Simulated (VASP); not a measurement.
Input of a VASP 6.6.1 run:

File INCAR:

```
  ALGO = Normal
  EDIFF = 1E-6
  ENCUT = 520
  GGA = CA
  ISIF = 2
  ISMEAR = -1
  ISPIN = 2
  LASPH = True
  LCHARG = True
  LELF = True
  LORBIT = 11
  LREAL = Auto
  LVHAR = True
  LWAVE = False
  MAGMOM = 0 0 0 0 0 0 0 0 0 0 0 0 0 0.12 0.05 0 0 0 0 0.09 0 0 0 0 1.52
  NBANDS = 89
  NELM = 150
  PREC = Accurate
  SIGMA = 0.02
```

The input KPOINTS:

```
k-points
0
Gamma
  1 1 1
```

The input POSCAR:

```
Si8O17
1.0
   -4.9501000000     -4.9501000000      0.0000000000
    4.9501000000     -4.9501000000      0.0000000000
    0.0000000000      0.0000000000      6.8760000000
Si O
8 17
Direct
    0.1991979960      0.4737783075     -0.0044938918
   -0.0358780631      0.1586028565      0.2313408959
    0.7892466819      0.4963637098      0.4934991274
    0.0182218541      0.7990141613      0.7565299593
    0.6775216662     -0.0244439506     -0.0287667248
    0.4852225208      0.6806327145      0.2357620710
    0.3075392416      0.0056665522      0.4793339151
    0.4793236500      0.2960748268      0.7453315881
    0.3182359952      0.5548978809      0.1675538104
    0.8815478475      0.3172764187      0.3966986620
    0.6319367286      0.4564049211      0.6682664340
    0.1095533424      0.6825114644      0.9313554392
    0.9291933496      0.6723298519      0.5651832461
    0.6232197329      0.5103735278      0.3140052356
    0.0456960465      0.3354881720      0.1018615474
    0.2892163795      0.4063655280      0.7967422920
    0.8422961152     -0.0046362700      0.1667539267
    0.4015070403      0.8260237167      0.3830133799
    0.1948748510      0.9411628048      0.6893251891
    0.5460697764      0.1475323731      0.9402850494
    0.4618795580      0.1747136421      0.5376672484
    0.1542292075      0.0933819519      0.3519633508
    0.5901092907      0.7844487990      0.0612129145
    0.8590533525      0.9468697602      0.8168993601
    0.7915799681      0.5572412679     -0.0270506108
```

Potentials or basis: VASP PAW LDA potentials, release 64 (Si, O).

Command:

```console
$ cat potpaw_LDA.64/Si/POTCAR potpaw_LDA.64/O/POTCAR > POTCAR
$ mpirun -np 1 vasp_gam > vasp.out
```

(1) Estimate the net moment.

(2) Predict the pressure.

(3) Estimate the site moments.

(4) What does it give for the largest force?

## Answers

(1) 2.00 μB per cell.

(2) 2.2 GPa.

(3) Si +0.00, -0.00; O -0.00, +0.09, +0.03, +0.05, +0.04, +0.00, +0.08, +1.36 μB.

(4) 8.383 eV/Å.

Caveat: the k points lie up to 0.91 Å⁻¹ apart.
